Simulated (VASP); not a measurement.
# Re (P6/mmm) in VASP: a series of runs

The runs below take Re through single point, with LDA.

Program: VASP 6.6.1. These are calculated values, not measurements. Logs are shortened: lines on timing, memory, paths and dates and some standing lists are left out, and cuts for length are marked.

## Step 1: The cell of the first run

Symmetry: P6/mmm, No. 191, hexagonal system. The conventional cell has a = 2.494 Å, b = 2.494 Å, c = 2.247 Å, α = 90.00°, β = 90.00°, γ = 120.00°. Re (site symmetry 6/mmm) has 8 Re at 2.25 to 2.49 Å within 3.0 Å.

## Step 2: Single point, LDA

Input file INCAR:

```
ALGO = Normal ; EDIFF = 1E-6
ENCUT = 520 ; GGA = CA
ISIF = 2 ; ISMEAR = -1
LASPH = T ; LCHARG = F
LREAL = F ; LWAVE = F
NBANDS = 10 ; NELM = 100
PREC = Accurate ; SIGMA = 0.08
```

Input file KPOINTS:

```
k-points
0
Gamma
  18 18 17
```

Input file POSCAR:

```
Re
1.0
    2.4941938421      0.0000000000      0.0000000000
   -1.2470969211      2.1600352292      0.0000000000
    0.0000000000      0.0000000000      2.2467399976
Re
1
Direct
    0.0000000000      0.0000000000      0.0000000000
```

Potentials or basis: VASP PAW LDA potentials, release 64 (Re).

On the command line:

```console
> cat potpaw_LDA.64/Re/POTCAR > POTCAR
> mpirun -np 1 vasp_std > vasp.out
```

OUTCAR:

```text
EDIFF = 1E-6
   ENCUT = 520
   GGA = CA
   ISIF = 2
   ISMEAR = -1
   LASPH = T
   LREAL = F
   NELM = 100
   PREC = Accurate

 ion  position               nearest neighbor table
   1  0.000  0.000  0.000-

  LATTYP: Found a hexagonal cell.
 ALAT       =     2.4941938421
 C/A-ratio  =     0.9007880461

  Lattice vectors:

 A1 = (   2.4941938421,   0.0000000000,   0.0000000000)
 A2 = (  -1.2470969211,   2.1600352292,   0.0000000000)
 A3 = (   0.0000000000,   0.0000000000,   2.2467399976)

Analysis of symmetry for initial positions (statically):
=====================================================================
 Subroutine PRICEL returns:
 Original cell was already a primitive cell.

 Routine SETGRP: Setting up the symmetry group for a
 hexagonal supercell.

 Subroutine GETGRP returns: Found 24 space group operations
 (whereof 24 operations were pure point group operations)
 out of a pool of 24 trial point group operations.

The static configuration has the point symmetry D_6h.

Analysis of symmetry for dynamics (positions and initial velocities):
=====================================================================
 Subroutine PRICEL returns:
 Original cell was already a primitive cell.

 Routine SETGRP: Setting up the symmetry group for a
 hexagonal supercell.

 Subroutine GETGRP returns: Found 24 space group operations
 (whereof 24 operations were pure point group operations)
 out of a pool of 24 trial point group operations.

The dynamic configuration has the point symmetry D_6h.

 Subroutine INISYM returns: Found 24 space group operations
 (whereof 24 operations are pure point group operations),
 and found     1 'primitive' translations

----------------------------------------------------------------------------------------

                                     Primitive cell

  volume of cell :      12.1044

  direct lattice vectors                    reciprocal lattice vectors
     2.494193842  0.000000000  0.000000000     0.400931148  0.231477706  0.000000000
    -1.247096921  2.160035229  0.000000000     0.000000000  0.462955412  0.000000000
     0.000000000  0.000000000  2.246739998     0.000000000  0.000000000  0.445089330

  length of vectors
     2.494193842  2.494193842  2.246739998     0.462955412  0.462955412  0.445089330

  position of ions in fractional coordinates (direct lattice)
     0.000000000  0.000000000  0.000000000

  ion indices of the primitive-cell ions
   primitive index   ion index
                 1           1

----------------------------------------------------------------------------------------

 KPOINTS: k-points

Automatic generation of k-mesh.
 Grid dimensions read from file:
 generate k-points for:   18   18   17

 Generating k-lattice:

  Cartesian coordinates                     Fractional coordinates (reciprocal lattice)
     0.022273953  0.012859873  0.000000000     0.055555556  0.000000000  0.000000000
     0.000000000  0.025719745  0.000000000     0.000000000  0.055555556  0.000000000
     0.000000000  0.000000000  0.026181725     0.000000000  0.000000000  0.058823529

  Length of vectors
     0.025719745  0.025719745  0.026181725

  Shift w.r.t. Gamma in fractional coordinates (k-lattice)
     0.000000000  0.000000000  0.000000000

 Subroutine IBZKPT returns following result:
 ===========================================

 Found    333 irreducible k-points:

 Following reciprocal coordinates:
            Coordinates               Weight
  0.000000  0.000000  0.000000      1.000000
  0.055556 -0.000000  0.000000      6.000000
  0.111111 -0.000000  0.000000      6.000000
  0.166667 -0.000000  0.000000      6.000000
  0.222222 -0.000000  0.000000      6.000000
  0.277778 -0.000000  0.000000      6.000000
[... 16 lines left out ...]
  0.333333  0.111111  0.000000     12.000000
  0.388889  0.111111  0.000000     12.000000
 [... further k-points ...]
   k-points           NKPTS =    333   k-points in BZ     NKDIM =    333   number of bands    NBANDS=     10
   number of dos      NEDOS =    301   number of ions     NIONS =      1
   total plane-waves  NPLWV =   7200
   dimension x,y,z NGX =    20 NGY =   20 NGZ =   18
   dimension x,y,z NGXF=    40 NGYF=   40 NGZF=   36
   ions per type =               1
   NGX,Y,Z   is equivalent  to a cutoff of  13.33, 13.33, 13.32 a.u.
   NGXF,Y,Z  is equivalent  to a cutoff of  26.66, 26.66, 26.64 a.u.
 SYSTEM =  unknown system
   PREC   = accura    normal or accurate (medium, high low for compatibility)
   ISTART =      0    job   : 0-new  1-cont  2-samecut
   ICHARG =      2    charge: 1-file 2-atom 10-const
   ISPIN  =      1    spin polarized calculation?
   LNONCOLLINEAR =      F non collinear calculations
   LSORBIT =      F    spin-orbit coupling
   LASPH  =      T    aspherical Exc in radial PAW
   ENCUT  =  520.0 eV  38.22 Ry    6.18 a.u.   4.64  4.64  4.18*2*pi/ulx,y,z
   NELM   =    100;   NELMIN=  2; NELMDL= -5     # of ELM steps
   EDIFF  = 0.1E-05   stopping-criterion for ELM
   LREAL  =      F    real-space projection
   EDIFFG = 0.1E-04   stopping-criterion for IOM
   NSW    =      0    number of steps for IOM
   IBRION =     -1    ionic relax: 0-MD 1-quasi-New 2-CG
   NFREE  =      0    steps in history (QN), initial steepest desc. (CG)
   ISIF   =      2    stress and relaxation
   ISYM   =      2    0-nonsym 1-usesym 2-fastsym
   POTIM  = 0.5000    time-step for ionic-motion
   TEBEG  =    0.0;   TEEND  =   0.0 temperature during run
   PSTRESS=    0.0 pullay stress
   NELECT =       7.0000    total number of electrons
   NUPDOWN=      -1.0000    fix difference up-down
   EMIN   =  10.00;   EMAX   =-10.00  energy-range for DOS
   EFERMI =   0.00;   METHOD = LEGACY
   ISMEAR =    -1;   SIGMA  =   0.08  broadening in eV -4-tet -1-fermi 0-gaus
   EFERMI_NEDOS =   21; number of points for ismear=-14 and -15
   IALGO  =     38    algorithm
   IMIX   =      4    mixing-type and parameters
     AMIX     =   0.40;   BMIX     =  1.00
     AMIX_MAG =   1.60;   BMIX_MAG =  1.00
  volume/ion in A,a.u.               =      12.10        81.68
  Fermi-wavevector in a.u.,A,eV,Ry     =   1.363933  2.577459 25.311081  1.860312
  Thomas-Fermi vector in A             =   2.490292
   LORBIT       =      0    0 simple, 1 ext, 2 COOP (PROOUT), +10 PAW based schemes
   GGA     = CA    functional components
   LHFCALC =     F    Hartree Fock is set to
   AEXX    =    0.0000 exact exchange contribution
   IVDW    =     0    specifies the selected vdW correction
   LEPSILON=     F    determine dielectric tensor
   LRPA    =     F    only Hartree local field effects (RPA)
 non-spin polarized calculation
  energy-cutoff  :      520.00
  volume of cell :       12.10
 maximum number of plane-waves:       338
 NGX is ok and might be reduce to    20
   NGX =  9   NGY =  9   NGZ =  9

 number of electron       7.0000000 magnetization

 Free energy of the ion-electron system (eV)
  ---------------------------------------------------
  ext. energy  EPLUGINS =         0.00000000
  ---------------------------------------------------
  free energy    TOTEN  =       -11.50401088 eV

  energy without entropy =      -11.48837058  energy(sigma->0) =      -11.49619073

 E-fermi :  11.2115     XC(G=0): -14.8198

 val. band max:       11.2042177369   @ k =   0.3889   0.1111   0.2353
 cond. band min:      11.2127780617   @ k =   0.2222  -0.0000   0.1765
 fundamental gap:      0.0085603248
 Fermi energy:        11.2114835596

 k-point     1 :       0.0000    0.0000    0.0000
  band No.  band energies     occupation
      1      -0.4222      2.00000
      2       3.0933      2.00000
      3       8.2483      2.00000
      4       8.2483      2.00000
      5      17.2446      0.00000
      6      17.2446      0.00000
      7      24.6914      0.00000
      8      30.7837      0.00000
      9      35.7633      0.00000
     10      35.7633      0.00000

 k-point     2 :       0.0556   -0.0000    0.0000
  band No.  band energies     occupation
      1      -0.2428      2.00000
      2       3.1680      2.00000
      3       8.0550      2.00000
      4       8.4217      2.00000
      5      17.0043      0.00000
      6      17.2067      0.00000
      7      25.1370      0.00000
      8      31.1683      0.00000
      9      34.6964      0.00000
     10      35.4512      0.00000

 k-point     3 :       0.1111   -0.0000    0.0000
  band No.  band energies     occupation
      1       0.2615      2.00000
      2       3.3876      2.00000
      3       7.5711      2.00000
      4       8.9355      2.00000
      5      16.3690      0.00000
      6      17.0987      0.00000
      7      26.3735      0.00000
      8      32.2212      0.00000
      9      32.7498      0.00000
     10      34.6418      0.00000

 k-point     4 :       0.1667   -0.0000    0.0000
  band No.  band energies     occupation
      1       0.9842      2.00000
      2       3.7180      2.00000
      3       7.0467      2.00000
      4       9.7710      2.00000
      5      15.5180      0.00000
      6      16.9367      0.00000
      7      28.0844      0.00000
      8      30.8349      0.00000
      9      33.5467      0.00000
     10      33.7070      0.00000

 k-point     5 :       0.2222   -0.0000    0.0000
  band No.  band energies     occupation
      1       1.7459      2.00000
      2       4.0039      2.00000
      3       6.8783      2.00000
      4      10.8947      1.96257
      5      14.6135      0.00000
      6      16.7430      0.00000
      7      28.3116      0.00000
      8      30.8269      0.00000
      9      32.2934      0.00000
     10      35.3285      0.00000

 k-point     6 :       0.2778   -0.0000    0.0000
  band No.  band energies     occupation
      1       2.3310      2.00000
      2       4.0416      2.00000
      3       7.4584      2.00000
      4      12.2541      0.00000
      5      13.7681      0.00000
      6      16.5429      0.00000
      7      26.7564      0.00000
      8      30.9281      0.00000
      9      32.6352      0.00000
     10      36.7170      0.00000

 k-point     7 :       0.3333    0.0000    0.0000
  band No.  band energies     occupation
      1       2.5467      2.00000
      2       4.0683      2.00000
      3       8.6217      2.00000
      4      13.0538      0.00000
      5      13.7651      0.00000
      6      16.3599      0.00000
      7      25.3533      0.00000
      8      29.4761      0.00000
      9      33.4847      0.00000
     10      37.5537      0.00000

 k-point     8 :       0.3889    0.0000    0.0000
  band No.  band energies     occupation
      1       2.4405      2.00000
      2       4.2697      2.00000
      3       9.9149      2.00000
      4      12.5161      0.00000
      5      15.2809      0.00000
      6      16.2142      0.00000
      7      24.2990      0.00000
      8      28.0221      0.00000
      9      32.8237      0.00000
     10      37.9625      0.00000

 k-point     9 :       0.4444   -0.0000    0.0000
  band No.  band energies     occupation
      1       2.2832      2.00000
      2       4.4734      2.00000
      3      10.9276      1.94408
      4      12.1832      0.00001
      5      16.1208      0.00000
      6      16.5239      0.00000
      7      23.6629      0.00000
      8      26.8141      0.00000
      9      31.7277      0.00000
     10      37.6365      0.00000
[... 118 lines left out ...]
 k-point    19 :       0.1111    0.1111    0.0000
  band No.  band energies     occupation
      1       1.4035      2.00000
      2       3.9706      2.00000
      3       6.5923      2.00000
      4      10.4136      1.99991
      5      15.1561      0.00000
      6      16.7676      0.00000
      7      28.9027      0.00000
      8      29.9199      0.00000
      9      33.0618      0.00000
     10      34.5572      0.00000

 k-point    20 :       0.1667    0.1111    0.0000
  band No.  band energies     occupation
      1       2.1622      2.00000
      2       4.3955      2.00000
      3       6.1894      2.00000
      4      11.6625      0.00710
      5      14.4081      0.00000
      6      16.5038      0.00000
      7      28.2117      0.00000
      8      29.7030      0.00000
      9      33.2292      0.00000
     10      36.1875      0.00000

 k-point    21 :       0.2222    0.1111    0.0000
  band No.  band energies     occupation
      1       2.8142      2.00000
      2       4.4712      2.00000
      3       6.5455      2.00000
      4      13.1356      0.00000
      5      13.6970      0.00000
      6      16.2274      0.00000
      7      26.5734      0.00000
      8      29.0995      0.00000
      9      34.5245      0.00000
     10      37.6134      0.00000

 k-point    22 :       0.2778    0.1111    0.0000
  band No.  band energies     occupation
      1       3.1802      2.00000
      2       4.3119      2.00000
      3       7.6433      2.00000
      4      13.0880      0.00000
      5      14.7108      0.00000
      6      15.9743      0.00000
      7      25.0783      0.00000
      8      27.9891      0.00000
      9      34.1385      0.00000
     10      38.4757      0.00000

 k-point    23 :       0.3333    0.1111    0.0000
  band No.  band energies     occupation
      1       3.1613      2.00000
      2       4.3884      2.00000
      3       8.9271      2.00000
      4      12.6252      0.00000
      5      15.7731      0.00000
      6      16.2151      0.00000
      7      23.8025      0.00000
      8      26.7696      0.00000
      9      33.0148      0.00000
     10      39.1424      0.00000

 k-point    24 :       0.3889    0.1111    0.0000
  band No.  band energies     occupation
      1       3.0170      2.00000
      2       4.5570      2.00000
      3       9.9756      2.00000
      4      12.3369      0.00000
      5      15.6443      0.00000
      6      17.3916      0.00000
      7      22.8417      0.00000
      8      25.7804      0.00000
      9      32.2990      0.00000
     10      39.2770      0.00000

 [... further k-points ...]
[... 5 lines left out ...]
  --------------------------------------------------------------------------------------
  -------------------------------------------------------------------------------------
  Total       11.0690680     11.0690680      9.8208494     -0.0000000     -0.0000000     -0.0000000
  in kB     1465.1354801   1465.1354800   1299.9174650     -0.0000000     -0.0000000     -0.0000000
  external PRESSURE =    1410.0628084 kB  Pullay stress =       0.0000000 kB

 VOLUME and BASIS-vectors are now :
 -----------------------------------------------------------------------------
  energy-cutoff  :      520.00
  volume of cell :       12.10
      direct lattice vectors                 reciprocal lattice vectors
     2.494193842  0.000000000  0.000000000     0.400931148  0.231477706  0.000000000
    -1.247096921  2.160035229  0.000000000     0.000000000  0.462955412  0.000000000
     0.000000000  0.000000000  2.246739998     0.000000000  0.000000000  0.445089330

 POSITION                                       TOTAL-FORCE (eV/Angst)
 -----------------------------------------------------------------------------------
      0.00000      0.00000      0.00000        -0.000000      0.000000      0.000000
 -----------------------------------------------------------------------------------
    total drift:                               -0.000000      0.000000      0.000000

  FREE ENERGIE OF THE ION-ELECTRON SYSTEM (eV)
  ---------------------------------------------------
  free  energy   TOTEN  =       -11.5040108798 eV

  energy  without entropy=      -11.4883705828  energy(sigma->0) =      -11.49619073
```

Wall time 28 s (1 thread of Intel Xeon Platinum 8259CL at 2.50GHz (Skylake/Cascade Lake), shared host); peak memory 0.15 GiB.

Results:

```yaml
Free_energy: -11.5040 eV
Pressure: 141.0 GPa
```

Stress tensor (GPa, compression positive):
```
146.51   0.00   0.00
  0.00 146.51   0.00
  0.00   0.00 129.99
```

Caveat: spin-orbit coupling is left out, which moves the levels of the heavy elements.

## Step 3: Single point, LDA

Input file INCAR:

```
SYSTEM = Re
  PREC = Accurate
  ENCUT = 520
  EDIFF = 1E-7
  ISMEAR = -1
  SIGMA = 0.08
  LREAL = .FALSE.
  LASPH = .TRUE.
  NELM = 80
  ALGO = Normal
  ISIF = 2
  LWAVE = .FALSE.
  LCHARG = .FALSE.
  NBANDS = 10
```

Input file KPOINTS:

```
Automatic mesh
0
G
  18 18 17
  0 0 0
```

Input file POSCAR:

```
Re
1.0
    2.4936458464      0.0000000000      0.0000000000
   -1.2468229232      2.1595606510      0.0000000000
    0.0000000000      0.0000000000      2.2459019762
Re
1
Direct
    0.0000000000      0.0000000000      0.0000000000
```

Potentials or basis: VASP PAW LDA potentials, release 64 (Re).

On the command line:

```console
> cat potpaw_LDA.64/Re/POTCAR > POTCAR
> mpirun -np 1 vasp_std > vasp.out
```

OUTCAR:

```text
SYSTEM = Re
   PREC = Accurate
   ENCUT = 520
   EDIFF = 1E-7
   ISMEAR = -1
   LREAL = .FALSE.
   LASPH = .TRUE.
   NELM = 80
   ISIF = 2

 ion  position               nearest neighbor table
   1  0.000  0.000  0.000-

  LATTYP: Found a hexagonal cell.
 ALAT       =     2.4936458464
 C/A-ratio  =     0.9006499377

  Lattice vectors:

 A1 = (   2.4936458464,   0.0000000000,   0.0000000000)
 A2 = (  -1.2468229232,   2.1595606510,   0.0000000000)
 A3 = (   0.0000000000,   0.0000000000,   2.2459019762)

[... 482 lines left out ...]
      3       9.9882      2.00000
      4      12.3530      0.00000
      5      15.6635      0.00000
      6      17.4086      0.00000
      7      22.8629      0.00000
      8      25.8002      0.00000
      9      32.3203      0.00000
     10      39.3758      0.00000

 [... further k-points ...]
[... 5 lines left out ...]
  --------------------------------------------------------------------------------------
  -------------------------------------------------------------------------------------
  Total       11.1075523     11.1075523      9.8740597     -0.0000000      0.0000000     -0.0000000
  in kB     1471.4244590   1471.4244590   1308.0229199     -0.0000000      0.0000000     -0.0000000
  external PRESSURE =    1416.9572793 kB  Pullay stress =       0.0000000 kB

 VOLUME and BASIS-vectors are now :
 -----------------------------------------------------------------------------
  energy-cutoff  :      520.00
  volume of cell :       12.09
      direct lattice vectors                 reciprocal lattice vectors
     2.493645846  0.000000000  0.000000000     0.401019255  0.231528575  0.000000000
    -1.246822923  2.159560651  0.000000000     0.000000000  0.463057150  0.000000000
     0.000000000  0.000000000  2.245901976     0.000000000  0.000000000  0.445255408

 POSITION                                       TOTAL-FORCE (eV/Angst)
 -----------------------------------------------------------------------------------
      0.00000      0.00000      0.00000        -0.000000      0.000000      0.000000
 -----------------------------------------------------------------------------------
    total drift:                               -0.000000     -0.000000      0.000000

  FREE ENERGIE OF THE ION-ELECTRON SYSTEM (eV)
  ---------------------------------------------------
  free  energy   TOTEN  =       -11.4954600094 eV

  energy  without entropy=      -11.4798228063  energy(sigma->0) =      -11.48764141
```

stdout:

```text
POSCAR found type information on POSCAR Re
 POSCAR found :  1 types and       1 ions
 scaLAPACK will be used
 LDA part: xc-table for (Slater(with rela. corr.)+CA(PZ))
 , standard interpolation
 POSCAR, INCAR and KPOINTS ok, starting setup
 FFT: planning ... GRIDC
 FFT: planning ... GRID_SOFT
 FFT: planning ... GRID
 WAVECAR not read
 entering main loop
```

Run time: 30 s. Hardware: 1 thread of Intel Xeon Platinum 8259CL at 2.50GHz (Skylake/Cascade Lake), shared host; peak memory 0.15 GiB.

Results:

| Property | Result |
| --- | --- |
| Free energy | -11.4955 eV |
| Pressure | 141.7 GPa |

Caveat: spin-orbit coupling is left out, which moves the levels of the heavy elements.

[end of part 1 of 2]
